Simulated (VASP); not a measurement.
# CdTe (F-43m) in VASP: a series of runs

The runs below take CdTe through single point, with PBE.

All numbers are computed with VASP 6.6.1; they aren't measurements. Logs are shortened: lines on timing, memory, paths and dates and some standing lists are left out, and cuts for length are marked.

**1. The cell of the first run**

The structure is cubic, space group F-43m (No. 216). The conventional cell has a = 6.482 Å, b = 6.482 Å, c = 6.482 Å, α = 90.00°, β = 90.00°, γ = 90.00°. Cd (site symmetry -43m) has 4 Te at 2.81 Å within 3.7 Å. Within 3.7 Å of Te (site symmetry -43m) lie 4 Cd at 2.81 Å.

**2. Single point, PBE (volume scaled by 0.94)**

Input file INCAR:

```
SYSTEM = CdTe
PREC = Accurate ; ENCUT = 520
EDIFF = 1E-6 ; ISMEAR = 0
SIGMA = 0.02 ; LREAL = .False.
LASPH = .True. ; NELM = 80
ALGO = Normal ; ISIF = 2
LWAVE = .False. ; LCHARG = .True.
GGA = PE ; LELF = .True.
LVHAR = .True. ; NBANDS = 16
```

Input file KPOINTS:

```
regular mesh
0
Gamma
  10 10 10
  0 0 0
```

Input file POSCAR:

```
CdTe
1.0
    0.0000000000      3.2411434657      3.2411434657
    3.2411434657      0.0000000000      3.2411434657
    3.2411434657      3.2411434657      0.0000000000
Cd Te
1 1
Direct
    0.0000000000      0.0000000000      0.0000000000
    0.2500000000      0.2500000000      0.2500000000
```

Potentials or basis: VASP PAW PBE potentials, release 64 (Cd, Te).

Started as:

```console
$ cat potpaw_PBE.64/Cd/POTCAR potpaw_PBE.64/Te/POTCAR > POTCAR
$ mpirun -np 1 vasp_std > vasp.out
```

OUTCAR:

```text
SYSTEM = CdTe
   PREC = Accurate
   ENCUT = 520
   EDIFF = 1E-6
   ISMEAR = 0
   LREAL = .False.
   LASPH = .True.
   NELM = 80
   ISIF = 2
   GGA = PE

 ion  position               nearest neighbor table
   1  0.000  0.000  0.000-   2 2.81   2 2.81   2 2.81   2 2.81
   2  0.250  0.250  0.250-   1 2.81   1 2.81   1 2.81   1 2.81

  LATTYP: Found a face centered cubic cell.
 ALAT       =     6.4822869314

  Lattice vectors:

 A1 = (   0.0000000000,   3.2411434657,   3.2411434657)
 A2 = (   3.2411434657,   0.0000000000,   3.2411434657)
 A3 = (   3.2411434657,   3.2411434657,   0.0000000000)

Analysis of symmetry for initial positions (statically):
=====================================================================
 Subroutine PRICEL returns:
 Original cell was already a primitive cell.

 Routine SETGRP: Setting up the symmetry group for a
 face centered cubic supercell.

 Subroutine GETGRP returns: Found 24 space group operations
 (whereof 24 operations were pure point group operations)
 out of a pool of 48 trial point group operations.

The static configuration has the point symmetry T_d .

Analysis of symmetry for dynamics (positions and initial velocities):
=====================================================================
 Subroutine PRICEL returns:
 Original cell was already a primitive cell.

 Routine SETGRP: Setting up the symmetry group for a
 face centered cubic supercell.

 Subroutine GETGRP returns: Found 24 space group operations
 (whereof 24 operations were pure point group operations)
 out of a pool of 48 trial point group operations.

The dynamic configuration has the point symmetry T_d .

 Subroutine INISYM returns: Found 24 space group operations
 (whereof 24 operations are pure point group operations),
 and found     1 'primitive' translations

----------------------------------------------------------------------------------------

                                     Primitive cell

  volume of cell :      68.0965

  direct lattice vectors                    reciprocal lattice vectors
     0.000000000  3.241143466  3.241143466    -0.154266544  0.154266544  0.154266544
     3.241143466  0.000000000  3.241143466     0.154266544 -0.154266544  0.154266544
     3.241143466  3.241143466  0.000000000     0.154266544  0.154266544 -0.154266544

  length of vectors
     4.583669047  4.583669047  4.583669047     0.267197492  0.267197492  0.267197492

[... 73 lines left out ...]
   ICHARG =      2    charge: 1-file 2-atom 10-const
   ISPIN  =      1    spin polarized calculation?
   LNONCOLLINEAR =      F non collinear calculations
   LSORBIT =      F    spin-orbit coupling
   LASPH  =      T    aspherical Exc in radial PAW
   ENCUT  =  520.0 eV  38.22 Ry    6.18 a.u.   8.52  8.52  8.52*2*pi/ulx,y,z
   NELM   =     80;   NELMIN=  2; NELMDL= -5     # of ELM steps
   EDIFF  = 0.1E-05   stopping-criterion for ELM
   LREAL  =      F    real-space projection
   EDIFFG = 0.1E-04   stopping-criterion for IOM
   NSW    =      0    number of steps for IOM
   IBRION =     -1    ionic relax: 0-MD 1-quasi-New 2-CG
   NFREE  =      0    steps in history (QN), initial steepest desc. (CG)
   ISIF   =      2    stress and relaxation
   ISYM   =      2    0-nonsym 1-usesym 2-fastsym
   POTIM  = 0.5000    time-step for ionic-motion
   TEBEG  =    0.0;   TEEND  =   0.0 temperature during run
   PSTRESS=    0.0 pullay stress
   NELECT =      18.0000    total number of electrons
   NUPDOWN=      -1.0000    fix difference up-down
   EMIN   =  10.00;   EMAX   =-10.00  energy-range for DOS
   EFERMI =   0.00;   METHOD = LEGACY
   ISMEAR =     0;   SIGMA  =   0.02  broadening in eV -4-tet -1-fermi 0-gaus
   EFERMI_NEDOS =   21; number of points for ismear=-14 and -15
   IALGO  =     38    algorithm
   IMIX   =      4    mixing-type and parameters
     AMIX     =   0.40;   BMIX     =  1.00
     AMIX_MAG =   1.60;   BMIX_MAG =  1.00
  volume/ion in A,a.u.               =      34.05       229.77
  Fermi-wavevector in a.u.,A,eV,Ry     =   1.050648  1.985438 15.018956  1.103862
  Thomas-Fermi vector in A             =   2.185660
   LORBIT       =      0    0 simple, 1 ext, 2 COOP (PROOUT), +10 PAW based schemes
   GGA     = PE    functional components
   LHFCALC =     F    Hartree Fock is set to
   AEXX    =    0.0000 exact exchange contribution
   IVDW    =     0    specifies the selected vdW correction
   LEPSILON=     F    determine dielectric tensor
   LRPA    =     F    only Hartree local field effects (RPA)
 non-spin polarized calculation
 Gauss-broadening in eV      SIGMA  =   0.02
  energy-cutoff  :      520.00
  volume of cell :       68.10
 maximum number of plane-waves:      1854
 NGX is ok and might be reduce to    36
   NGX = 17   NGY = 17   NGZ = 17

 number of electron      17.9999996 magnetization

 Free energy of the ion-electron system (eV)
  ---------------------------------------------------
  ext. energy  EPLUGINS =         0.00000000
  ---------------------------------------------------
  free energy    TOTEN  =        -4.77683646 eV

  energy without entropy =       -4.77683646  energy(sigma->0) =       -4.77683646

 E-fermi :   2.4749     XC(G=0):  -8.5825

 val. band max:        2.3402073296   @ k =   0.0000   0.0000   0.0000
 cond. band min:       3.1104630655   @ k =   0.0000   0.0000   0.0000
 fundamental gap:      0.7702557359
 Fermi energy:         2.4748680866

 k-point     1 :       0.0000    0.0000    0.0000
  band No.  band energies     occupation
      1      -8.8297      2.00000
      2      -5.9421      2.00000
      3      -5.9421      2.00000
      4      -5.9421      2.00000
      5      -5.6819      2.00000
      6      -5.6819      2.00000
[... 433 lines left out ...]
      3      -5.8190      2.00000
      4      -5.7593      2.00000
      5      -5.6591      2.00000
      6      -5.4225      2.00000
[... 8 lines left out ...]
     15      12.8476      0.00000
     16      14.0404      0.00000

 [... further k-points ...]
[... 5 lines left out ...]
  --------------------------------------------------------------------------------------
  -------------------------------------------------------------------------------------
  Total        1.1388563      1.1388563      1.1388563      0.0000000     -0.0000000     -0.0000000
  in kB       26.7950599     26.7950599     26.7950599      0.0000000     -0.0000000     -0.0000000
  external PRESSURE =      26.7950599 kB  Pullay stress =       0.0000000 kB

 VOLUME and BASIS-vectors are now :
 -----------------------------------------------------------------------------
  energy-cutoff  :      520.00
  volume of cell :       68.10
      direct lattice vectors                 reciprocal lattice vectors
     0.000000000  3.241143466  3.241143466    -0.154266544  0.154266544  0.154266544
     3.241143466  0.000000000  3.241143466     0.154266544 -0.154266544  0.154266544
     3.241143466  3.241143466  0.000000000     0.154266544  0.154266544 -0.154266544

 POSITION                                       TOTAL-FORCE (eV/Angst)
 -----------------------------------------------------------------------------------
      0.00000      0.00000      0.00000        -0.000000     -0.000000      0.000000
      1.62057      1.62057      1.62057         0.000000      0.000000     -0.000000
 -----------------------------------------------------------------------------------
    total drift:                               -0.000000     -0.000000     -0.000000

  FREE ENERGIE OF THE ION-ELECTRON SYSTEM (eV)
  ---------------------------------------------------
  free  energy   TOTEN  =        -4.7768364631 eV

  energy  without entropy=       -4.7768364631  energy(sigma->0) =       -4.77683646
```

OSZICAR:

```text
N       E                     dE             d eps       ncg     rms          rms(c)
DAV:   1     0.100779525353E+03    0.10078E+03   -0.83412E+03  1504   0.977E+02
DAV:   2    -0.138499619047E+01   -0.10216E+03   -0.96948E+02  1824   0.235E+02
DAV:   3    -0.497258239305E+01   -0.35876E+01   -0.35825E+01  1856   0.463E+01
DAV:   4    -0.500547067721E+01   -0.32888E-01   -0.32887E-01  2240   0.389E+00
DAV:   5    -0.500554066348E+01   -0.69986E-04   -0.69986E-04  1944   0.173E-01    0.562E+00
DAV:   6    -0.479089014702E+01    0.21465E+00   -0.37014E-01  1752   0.732E+00    0.459E+00
DAV:   7    -0.477555400601E+01    0.15336E-01   -0.10860E-01  1800   0.213E+00    0.174E+00
DAV:   8    -0.477642617412E+01   -0.87217E-03   -0.10788E-02  1680   0.119E+00    0.475E-01
DAV:   9    -0.477674379834E+01   -0.31762E-03   -0.95950E-04  1800   0.328E-01    0.110E-01
DAV:  10    -0.477679851729E+01   -0.54719E-04   -0.11121E-04  1968   0.102E-01    0.560E-02
DAV:  11    -0.477683741067E+01   -0.38893E-04   -0.78470E-05  1768   0.582E-02    0.374E-02
DAV:  12    -0.477683646306E+01    0.94761E-06   -0.31737E-06  1816   0.150E-02
   1 F= -.47768365E+01 E0= -.47768365E+01  d E =-.693948E-24
```

stdout:

```text
POSCAR found type information on POSCAR CdTe
 POSCAR found :  2 types and       2 ions
 scaLAPACK will be used
 LDA part: xc-table for (Slater+PW92), standard interpolation
 POSCAR, INCAR and KPOINTS ok, starting setup
 FFT: planning ... GRIDC
 FFT: planning ... GRID_SOFT
 FFT: planning ... GRID
 WAVECAR not read
 entering main loop
```

Run time: 80 s. Hardware: 1 thread of Intel Xeon 8259CL, shared host; peak memory 0.23 GiB.

Results:

```
Free energy            : -4.7768 eV
Pressure               : 2.7 GPa
Band gap on the k mesh : 0.77 eV, direct
```

Caveat: spin-orbit coupling is left out, which moves the levels of the heavy elements.

**3. Single point, PBE (volume scaled by 0.97)**

Input file INCAR:

```
  ALGO = Normal
  EDIFF = 1E-6
  ENCUT = 520
  GGA = PE
  ISIF = 2
  ISMEAR = 0
  LASPH = T
  LCHARG = F
  LREAL = F
  LWAVE = F
  NBANDS = 16
  NELM = 100
  PREC = Accurate
  SIGMA = 0.02
```

Input file KPOINTS:

```
k-points
0
Gamma
  10 10 10
```

Input file POSCAR:

```
CdTe
1.0
    0.0000000000      3.2752632727      3.2752632727
    3.2752632727      0.0000000000      3.2752632727
    3.2752632727      3.2752632727      0.0000000000
Cd Te
1 1
Direct
    0.0000000000      0.0000000000      0.0000000000
    0.2500000000      0.2500000000      0.2500000000
```

Potentials or basis: VASP PAW PBE potentials, release 64 (Cd, Te).

Started as:

```console
$ cat potpaw_PBE.64/Cd/POTCAR potpaw_PBE.64/Te/POTCAR > POTCAR
$ mpirun -np 1 vasp_std > vasp.out
```

Wall time 77 s (1 thread of Intel Xeon 8259CL, shared host); peak memory 0.23 GiB.

Results (log left out):

| Property | Result |
| --- | --- |
| Free energy | -4.8035 eV |
| Pressure | 1.3 GPa |
| Band gap on the k mesh | 0.68 eV, direct |

Levels at points of the mesh, in eV from the valence-band top:
```
           k point  band 6  band 7  band 8  band 9  band 10  band 11  band 12  band 13
(0.00, 0.00, 0.00)   -7.94    0.00    0.00    0.00     0.68     4.62     4.62     4.62
(0.50, 0.00, 0.00)   -7.61   -4.24   -0.73   -0.73     1.79     5.20     5.20     7.05
(0.50, 0.50, 0.00)   -7.49   -4.15   -1.76   -1.76     2.67     2.68     8.67     8.97
```

Caveat: spin-orbit coupling is left out, which moves the levels of the heavy elements.
